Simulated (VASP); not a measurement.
Wanted: the native input for a VASP 6.6.1 run.

* Task: single point
* Functional: PBE
* Potentials or basis: VASP PAW PBE potentials, release 64 (Mo_sv, S)
* Cutoff: 500 eV
* k mesh: 9 × 9 × 9
* Occupations: gaussian, width 0.02 eV
* Spin: no spin polarisation
* Dipole correction: no
* Further INCAR settings: ALGO = Normal; EDIFF = 1e-06; NBANDS = 20

The structure of MoS2 lies in POSCAR:

```
MoS2
1.0
    1.5760684733      0.9099435573      6.4166181615
   -1.5760684733      0.9099435573      6.4166181615
    0.0000000000     -1.8198871146      6.4166181615
Mo S
1 2
Direct
    0.9997750400      0.9997750400      0.9997750400
    0.4129302200      0.4129302200      0.4129302200
    0.2532957400      0.2532957400      0.2532957400
```

The input as run:

INCAR

```
SYSTEM = MoS2
PREC     = Accurate       ! precision mode
ENCUT    = 500            ! plane-wave cutoff, eV
EDIFF    = 1E-6           ! SCF threshold, eV
ISMEAR   = 0              ! smearing method
SIGMA    = 0.02           ! smearing width, eV
LREAL    = .False.        ! projectors in reciprocal space
LASPH    = .True.         ! aspherical terms in the spheres
NELM     = 120            ! most SCF steps
ALGO     = Normal         ! electronic algorithm
ISIF     = 2              ! what is computed and relaxed
LWAVE    = .False.        ! write WAVECAR
LCHARG   = .True.         ! write CHGCAR
GGA      = PE             ! functional
LELF     = .True.         ! ELF
LVHAR    = .True.       
NBANDS   = 20             ! bands
GGA_COMPAT= .False.
```

KPOINTS

```
regular mesh
0
Gamma
  9 9 9
  0 0 0
```

Potentials or basis: VASP PAW PBE potentials, release 64 (Mo_sv, S).

Command:

```console
$ cat potpaw_PBE.64/Mo_sv/POTCAR potpaw_PBE.64/S/POTCAR > POTCAR
$ mpirun -np 1 vasp_std > vasp.out
```

Results of the run:

The pressure is 5.8 GPa. The largest force is 0.664 eV/Å and the band gap on the k mesh is 1.13 eV, indirect (least direct gap 1.73 eV).

Run time: 3.6 min on 1 thread of Intel(R) Xeon(R) Platinum 8375C CPU @ 2.90GHz (Ice Lake), with other jobs on the host, peak memory 0.36 GiB.
